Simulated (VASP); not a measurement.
# GaAs (F-43m) in VASP: notebook

GaAs is run at these levels: PBE; tasks: single point.

Program: VASP 6.6.1. These are calculated values, not measurements. Logs are shortened: lines on timing, memory, paths and dates and some standing lists are left out, and cuts for length are marked.

**1. The cell of the first run**

The structure is cubic, space group F-43m (No. 216). The conventional cell has a = 5.858 Å, b = 5.858 Å, c = 5.858 Å, α = 90.00°, β = 90.00°, γ = 90.00°. Ga (site symmetry -43m) has 4 As at 2.54 Å within 3.3 Å. Within 3.3 Å of As (site symmetry -43m) lie 4 Ga at 2.54 Å.

**2. Single point, PBE (volume scaled by 1.06)**

File INCAR:

```
SYSTEM = GaAs
PREC = Accurate
ENCUT = 520
EDIFF = 1E-6
ISMEAR = 0
SIGMA = 0.02
LREAL = .FALSE.
LASPH = .TRUE.
NELM = 60
ALGO = Normal
ISIF = 2
LWAVE = .FALSE.
LCHARG = .FALSE.
GGA = PE
NBANDS = 16
```

File KPOINTS:

```
Automatic mesh
0
G
  12 12 12
  0 0 0
```

File POSCAR:

```
GaAs
1.0
    0.0000000000      2.9290338774      2.9290338774
    2.9290338774      0.0000000000      2.9290338774
    2.9290338774      2.9290338774      0.0000000000
Ga As
1 1
Direct
    0.0000000000      0.0000000000      0.0000000000
    0.2500000000      0.2500000000      0.2500000000
```

Potentials or basis: VASP PAW PBE potentials, release 64 (Ga_d, As).

Run with:

```bash
cat potpaw_PBE.64/Ga_d/POTCAR potpaw_PBE.64/As/POTCAR > POTCAR
mpirun -np 1 vasp_std > vasp.out
```

OUTCAR:

```text
SYSTEM = GaAs
   PREC = Accurate
   ENCUT = 520
   EDIFF = 1E-6
   ISMEAR = 0
   LREAL = .FALSE.
   LASPH = .TRUE.
   NELM = 60
   ISIF = 2
   GGA = PE

 ion  position               nearest neighbor table
   1  0.000  0.000  0.000-   2 2.54   2 2.54   2 2.54   2 2.54
   2  0.250  0.250  0.250-   1 2.54   1 2.54   1 2.54   1 2.54

  LATTYP: Found a face centered cubic cell.
 ALAT       =     5.8580677548

  Lattice vectors:

 A1 = (   0.0000000000,   2.9290338774,   2.9290338774)
 A2 = (   2.9290338774,   0.0000000000,   2.9290338774)
 A3 = (   2.9290338774,   2.9290338774,   0.0000000000)

Analysis of symmetry for initial positions (statically):
=====================================================================
 Subroutine PRICEL returns:
 Original cell was already a primitive cell.

 Routine SETGRP: Setting up the symmetry group for a
 face centered cubic supercell.

 Subroutine GETGRP returns: Found 24 space group operations
 (whereof 24 operations were pure point group operations)
 out of a pool of 48 trial point group operations.

The static configuration has the point symmetry T_d .

Analysis of symmetry for dynamics (positions and initial velocities):
=====================================================================
 Subroutine PRICEL returns:
 Original cell was already a primitive cell.

 Routine SETGRP: Setting up the symmetry group for a
 face centered cubic supercell.

 Subroutine GETGRP returns: Found 24 space group operations
 (whereof 24 operations were pure point group operations)
 out of a pool of 48 trial point group operations.

The dynamic configuration has the point symmetry T_d .

 Subroutine INISYM returns: Found 24 space group operations
 (whereof 24 operations are pure point group operations),
 and found     1 'primitive' translations

----------------------------------------------------------------------------------------

                                     Primitive cell

  volume of cell :      50.2578

  direct lattice vectors                    reciprocal lattice vectors
     0.000000000  2.929033877  2.929033877    -0.170704751  0.170704751  0.170704751
     2.929033877  0.000000000  2.929033877     0.170704751 -0.170704751  0.170704751
     2.929033877  2.929033877  0.000000000     0.170704751  0.170704751 -0.170704751

  length of vectors
     4.142279434  4.142279434  4.142279434     0.295669303  0.295669303  0.295669303

  position of ions in fractional coordinates (direct lattice)
     0.000000000  0.000000000  0.000000000
     0.250000000  0.250000000  0.250000000

  ion indices of the primitive-cell ions
   primitive index   ion index
                 1           1
                 2           2

----------------------------------------------------------------------------------------

 KPOINTS: Automatic mesh

Automatic generation of k-mesh.
 Grid dimensions read from file:
 generate k-points for:   12   12   12

 Generating k-lattice:

  Cartesian coordinates                     Fractional coordinates (reciprocal lattice)
    -0.014225396  0.014225396  0.014225396     0.083333333  0.000000000  0.000000000
     0.014225396 -0.014225396  0.014225396     0.000000000  0.083333333  0.000000000
     0.014225396  0.014225396 -0.014225396     0.000000000  0.000000000  0.083333333

  Length of vectors
     0.024639109  0.024639109  0.024639109

  Shift w.r.t. Gamma in fractional coordinates (k-lattice)
     0.000000000  0.000000000  0.000000000

 Subroutine IBZKPT returns following result:
 ===========================================

 Found     72 irreducible k-points:

 Following reciprocal coordinates:
            Coordinates               Weight
  0.000000  0.000000  0.000000      1.000000
  0.083333  0.000000  0.000000      8.000000
  0.166667  0.000000  0.000000      8.000000
  0.250000  0.000000  0.000000      8.000000
  0.333333  0.000000  0.000000      8.000000
  0.416667  0.000000  0.000000      8.000000
[... 16 lines left out ...]
  0.500000  0.166667  0.000000     24.000000
 -0.416667  0.166667  0.000000     24.000000
 [... further k-points ...]
   k-points           NKPTS =     72   k-points in BZ     NKDIM =     72   number of bands    NBANDS=     16
   number of dos      NEDOS =    301   number of ions     NIONS =      2
   total plane-waves  NPLWV =  32768
   dimension x,y,z NGX =    32 NGY =   32 NGZ =   32
   dimension x,y,z NGXF=    64 NGYF=   64 NGZF=   64
   ions per type =               1   1
   NGX,Y,Z   is equivalent  to a cutoff of  12.84, 12.84, 12.84 a.u.
   NGXF,Y,Z  is equivalent  to a cutoff of  25.69, 25.69, 25.69 a.u.
 SYSTEM =  GaAs
   PREC   = accura    normal or accurate (medium, high low for compatibility)
   ISTART =      0    job   : 0-new  1-cont  2-samecut
   ICHARG =      2    charge: 1-file 2-atom 10-const
   ISPIN  =      1    spin polarized calculation?
   LNONCOLLINEAR =      F non collinear calculations
   LSORBIT =      F    spin-orbit coupling
   LASPH  =      T    aspherical Exc in radial PAW
   ENCUT  =  520.0 eV  38.22 Ry    6.18 a.u.   7.70  7.70  7.70*2*pi/ulx,y,z
   NELM   =     60;   NELMIN=  2; NELMDL= -5     # of ELM steps
   EDIFF  = 0.1E-05   stopping-criterion for ELM
   LREAL  =      F    real-space projection
   EDIFFG = 0.1E-04   stopping-criterion for IOM
   NSW    =      0    number of steps for IOM
   IBRION =     -1    ionic relax: 0-MD 1-quasi-New 2-CG
   NFREE  =      0    steps in history (QN), initial steepest desc. (CG)
   ISIF   =      2    stress and relaxation
   ISYM   =      2    0-nonsym 1-usesym 2-fastsym
   POTIM  = 0.5000    time-step for ionic-motion
   TEBEG  =    0.0;   TEEND  =   0.0 temperature during run
   PSTRESS=    0.0 pullay stress
   NELECT =      18.0000    total number of electrons
   NUPDOWN=      -1.0000    fix difference up-down
   EMIN   =  10.00;   EMAX   =-10.00  energy-range for DOS
   EFERMI =   0.00;   METHOD = LEGACY
   ISMEAR =     0;   SIGMA  =   0.02  broadening in eV -4-tet -1-fermi 0-gaus
   EFERMI_NEDOS =   21; number of points for ismear=-14 and -15
   IALGO  =     38    algorithm
   IMIX   =      4    mixing-type and parameters
     AMIX     =   0.40;   BMIX     =  1.00
     AMIX_MAG =   1.60;   BMIX_MAG =  1.00
  volume/ion in A,a.u.               =      25.13       169.58
  Fermi-wavevector in a.u.,A,eV,Ry     =   1.162603  2.197000 18.390243  1.351645
  Thomas-Fermi vector in A             =   2.299162
   LORBIT       =      0    0 simple, 1 ext, 2 COOP (PROOUT), +10 PAW based schemes
   GGA     = PE    functional components
   LHFCALC =     F    Hartree Fock is set to
   AEXX    =    0.0000 exact exchange contribution
   IVDW    =     0    specifies the selected vdW correction
   LEPSILON=     F    determine dielectric tensor
   LRPA    =     F    only Hartree local field effects (RPA)
 non-spin polarized calculation
 Gauss-broadening in eV      SIGMA  =   0.02
  energy-cutoff  :      520.00
  volume of cell :       50.26
 maximum number of plane-waves:      1369
   NGX = 15   NGY = 15   NGZ = 15

 number of electron      17.9999998 magnetization

 Free energy of the ion-electron system (eV)
  ---------------------------------------------------
  ext. energy  EPLUGINS =         0.00000000
  ---------------------------------------------------
  free energy    TOTEN  =        -8.25036052 eV

  energy without entropy =       -8.25034267  energy(sigma->0) =       -8.25035160

 E-fermi :   2.9926     XC(G=0):  -9.1175

 val. band max:        2.9865581910   @ k =   0.0000   0.0000   0.0000
 cond. band min:       3.7068222138   @ k =   0.5000   0.0000   0.0000
 fundamental gap:      0.7202640228
 Fermi energy:         2.9926492805

 k-point     1 :       0.0000    0.0000    0.0000
  band No.  band energies     occupation
      1     -11.6597      2.00000
      2     -11.6597      2.00000
      3     -11.6597      2.00000
      4     -11.6033      2.00000
      5     -11.6033      2.00000
      6      -9.0265      2.00000
[... 8 lines left out ...]
     15      12.8471      0.00000
     16      12.8471      0.00000

 k-point     2 :       0.0833    0.0000    0.0000
  band No.  band energies     occupation
      1     -11.6633      2.00000
      2     -11.6585      2.00000
      3     -11.6585      2.00000
      4     -11.6033      2.00000
      5     -11.6033      2.00000
      6      -8.9569      2.00000
[... 8 lines left out ...]
     15      12.3820      0.00000
     16      12.3820      0.00000

 k-point     3 :       0.1667    0.0000    0.0000
  band No.  band energies     occupation
      1     -11.6732      2.00000
      2     -11.6556      2.00000
      3     -11.6556      2.00000
      4     -11.6033      2.00000
      5     -11.6033      2.00000
      6      -8.7542      2.00000
[... 8 lines left out ...]
     15      11.8868      0.00000
     16      11.8868      0.00000

 k-point     4 :       0.2500    0.0000    0.0000
  band No.  band energies     occupation
      1     -11.6860      2.00000
      2     -11.6519      2.00000
      3     -11.6519      2.00000
      4     -11.6030      2.00000
      5     -11.6030      2.00000
      6      -8.4399      2.00000
[... 8 lines left out ...]
     15      11.8522      0.00000
     16      11.8522      0.00000

 k-point     5 :       0.3333    0.0000    0.0000
  band No.  band energies     occupation
      1     -11.6983      2.00000
      2     -11.6487      2.00000
      3     -11.6487      2.00000
      4     -11.6021      2.00000
      5     -11.6021      2.00000
      6      -8.0620      2.00000
[... 8 lines left out ...]
     15      12.3986      0.00000
     16      12.3986      0.00000

 k-point     6 :       0.4167    0.0000    0.0000
  band No.  band energies     occupation
      1     -11.7071      2.00000
      2     -11.6468      2.00000
      3     -11.6468      2.00000
      4     -11.6011      2.00000
      5     -11.6011      2.00000
      6      -7.7190      2.00000
[... 8 lines left out ...]
     15      13.4144      0.00000
     16      13.4144      0.00000

 k-point     7 :       0.5000    0.0000    0.0000
  band No.  band energies     occupation
      1     -11.7102      2.00000
      2     -11.6462      2.00000
      3     -11.6462      2.00000
      4     -11.6006      2.00000
      5     -11.6006      2.00000
      6      -7.5712      2.00000
[... 8 lines left out ...]
     15      14.3372      0.00000
     16      14.3372      0.00000

 k-point     8 :       0.0833    0.0833    0.0000
  band No.  band energies     occupation
      1     -11.6658      2.00000
      2     -11.6575      2.00000
      3     -11.6575      2.00000
      4     -11.6041      2.00000
      5     -11.6027      2.00000
      6      -8.9336      2.00000
[... 8 lines left out ...]
     15      11.7097      0.00000
     16      12.9532      0.00000

 k-point     9 :       0.1667    0.0833    0.0000
  band No.  band energies     occupation
      1     -11.6739      2.00000
      2     -11.6551      2.00000
      3     -11.6546      2.00000
      4     -11.6049      2.00000
      5     -11.6021      2.00000
      6      -8.7750      2.00000
[... 8 lines left out ...]
     15      11.6346      0.00000
     16      12.6990      0.00000
[... 172 lines left out ...]
 k-point    19 :       0.1667    0.1667    0.0000
  band No.  band energies     occupation
      1     -11.6814      2.00000
      2     -11.6515      2.00000
      3     -11.6515      2.00000
      4     -11.6066      2.00000
      5     -11.6010      2.00000
      6      -8.6623      2.00000
[... 8 lines left out ...]
     15      12.1588      0.00000
     16      13.2705      0.00000

 k-point    20 :       0.2500    0.1667    0.0000
  band No.  band energies     occupation
      1     -11.6914      2.00000
      2     -11.6481      2.00000
      3     -11.6475      2.00000
      4     -11.6080      2.00000
      5     -11.6001      2.00000
      6      -8.4270      2.00000
[... 8 lines left out ...]
     15      12.9809      0.00000
     16      13.3018      0.00000

 k-point    21 :       0.3333    0.1667    0.0000
  band No.  band energies     occupation
      1     -11.7015      2.00000
      2     -11.6455      2.00000
      3     -11.6439      2.00000
      4     -11.6084      2.00000
      5     -11.5993      2.00000
      6      -8.0973      2.00000
[... 8 lines left out ...]
     15      13.3406      0.00000
     16      13.5749      0.00000

 k-point    22 :       0.4167    0.1667    0.0000
  band No.  band energies     occupation
      1     -11.7096      2.00000
      2     -11.6439      2.00000
      3     -11.6415      2.00000
      4     -11.6074      2.00000
      5     -11.5990      2.00000
      6      -7.7346      2.00000
[... 8 lines left out ...]
     15      13.4167      0.00000
     16      14.3159      0.00000

 k-point    23 :       0.5000    0.1667    0.0000
  band No.  band energies     occupation
      1     -11.7141      2.00000
      2     -11.6433      2.00000
      3     -11.6407      2.00000
      4     -11.6055      2.00000
      5     -11.5996      2.00000
      6      -7.4562      2.00000
[... 8 lines left out ...]
     15      13.9157      0.00000
     16      14.3735      0.00000

 k-point    24 :      -0.4167    0.1667    0.0000
  band No.  band energies     occupation
      1     -11.7140      2.00000
      2     -11.6434      2.00000
      3     -11.6413      2.00000
      4     -11.6036      2.00000
      5     -11.6012      2.00000
      6      -7.4129      2.00000
[... 8 lines left out ...]
     15      13.0140      0.00000
     16      13.6690      0.00000

 [... further k-points ...]
[... 5 lines left out ...]
  --------------------------------------------------------------------------------------
  -------------------------------------------------------------------------------------
  Total       -0.9215604     -0.9215604     -0.9215604      0.0000000      0.0000000      0.0000000
  in kB      -29.3786070    -29.3786070    -29.3786070      0.0000000      0.0000000      0.0000000
  external PRESSURE =     -29.3786070 kB  Pullay stress =       0.0000000 kB

 VOLUME and BASIS-vectors are now :
 -----------------------------------------------------------------------------
  energy-cutoff  :      520.00
  volume of cell :       50.26
      direct lattice vectors                 reciprocal lattice vectors
     0.000000000  2.929033877  2.929033877    -0.170704751  0.170704751  0.170704751
     2.929033877  0.000000000  2.929033877     0.170704751 -0.170704751  0.170704751
     2.929033877  2.929033877  0.000000000     0.170704751  0.170704751 -0.170704751

 POSITION                                       TOTAL-FORCE (eV/Angst)
 -----------------------------------------------------------------------------------
      0.00000      0.00000      0.00000        -0.000000     -0.000000     -0.000000
      1.46452      1.46452      1.46452         0.000000      0.000000      0.000000
 -----------------------------------------------------------------------------------
    total drift:                                0.000002      0.000002      0.000001

  FREE ENERGIE OF THE ION-ELECTRON SYSTEM (eV)
  ---------------------------------------------------
  free  energy   TOTEN  =        -8.2503605245 eV

  energy  without entropy=       -8.2503426701  energy(sigma->0) =       -8.25035160
```

It took 16 s on 1 thread of Intel Xeon 6975P-C (Granite Rapids), shared host; peak memory 0.21 GiB.

Results:

```yaml
Free_energy: -8.2504 eV
Pressure: -2.9 GPa
Band_gap_on_the_k_mesh: zero (filled and empty bands touch)
```

(Continued in part 2 of 2.)
